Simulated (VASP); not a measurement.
Wanted: the native input for a VASP 6.6.1 run.

```
Task                   : single point
Functional             : PBE
Potentials or basis    : VASP PAW PBE potentials, release 64 (Sc_sv)
Cutoff                 : 520 eV
k mesh                 : 12 × 12 × 4
Occupations            : fermi-dirac, width 0.05 eV
Spin                   : no spin polarisation
Dipole correction      : no
Further INCAR settings : ALGO = Normal; EDIFF = 1e-06; NBANDS = 30
```

The structure of Sc lies in POSCAR:

```
Sc
1.0
    3.1755632805      0.0000000000      0.0000000000
   -1.5877816402      2.7501184722      0.0000000000
    0.0000000000      0.0000000000     10.1537723675
Sc
4
Direct
    0.0000000000      0.0000000000      0.0000000000
    0.0000000000      0.0000000000      0.5000000000
    0.3333333333      0.6666666667      0.2500000000
    0.6666666667      0.3333333333      0.7500000000
```

The input as run:

INCAR

```
PREC = Accurate
ENCUT = 520
EDIFF = 1E-6
ISMEAR = -1
SIGMA = 0.05
LREAL = False
LASPH = True
NELM = 100
ALGO = Normal
ISIF = 2
LWAVE = False
LCHARG = False
GGA = PE
NBANDS = 30
```

KPOINTS

```
regular mesh
0
Gamma
  12 12 4
```

Potentials or basis: VASP PAW PBE potentials, release 64 (Sc_sv).

Launch:

```sh
$ cat potpaw_PBE.64/Sc_sv/POTCAR > POTCAR
$ mpirun -np 1 vasp_std > vasp.out
```

It gave:

| Property | Result |
| --- | --- |
| Pressure | 6.5 GPa |
| Band gap on the k mesh | zero (bands 22 and 23 overlap by 1.31 eV) |

Caveat: the cell stands under pressure.

It took 3.1 min on 1 thread of Intel Xeon 8259CL, on a shared host, peak memory 0.26 GiB.
